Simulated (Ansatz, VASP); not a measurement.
**One calculation of AlGa3N2, two programs**

```xyz
6
Lattice="3.3056 0.0000 0.0000 -0.0441 4.3168 0.0000 -0.0030 -0.4636 5.9164" Properties=species:S:1:pos:R:3 pbc="T T T"
Al    0.2875    0.9975    4.7204
Ga    1.8752    3.5355    0.1848
Ga    0.2503    1.4111    2.0006
Ga    1.8881    3.6893    3.4278
N     0.2648    0.3591    0.3436
N     1.9011    2.5124    1.8952
```

Change from the starting cell: species swapped into the Ag3AuS2 type (P1, No. 1).

Alike in both runs: task relaxation of cell and atoms; functional PBE; k mesh 6 × 4 × 4; occupations gaussian, width 0.1 eV; no spin polarisation.

|  | VASP | Ansatz |
| --- | --- | --- |
| version | VASP 6.6.1 | Ansatz 0.2.0 |
| potentials or method | VASP PAW PBE potentials, release 64 (Al, Ga_d, N), cutoff 600 eV | scalar-relativistic, plane waves, PAW |
| valence electrons in the cell | 52 | 52 |

Ansatz gave:

| Item | Value |
| --- | --- |
| gap on the k mesh at the Fermi level, each at its own relaxed structure (eV) | none |
| relaxed volume (Å³/atom) | 14.24 |
| relaxed length of the cell vector where the two differ most in proportion (Å) | 5.993 |

Question: What did VASP give for the same quantities?

Answer: gap on the k mesh at the Fermi level, each at its own relaxed structure (eV): none; relaxed volume (Å³/atom): 14.24; relaxed length of the cell vector where the two differ most in proportion (Å): 6.011.

A gap of «none» marks a metal or a gap that the smearing closes.

The k mesh is coarse, so the values compare programs but aren't converged.
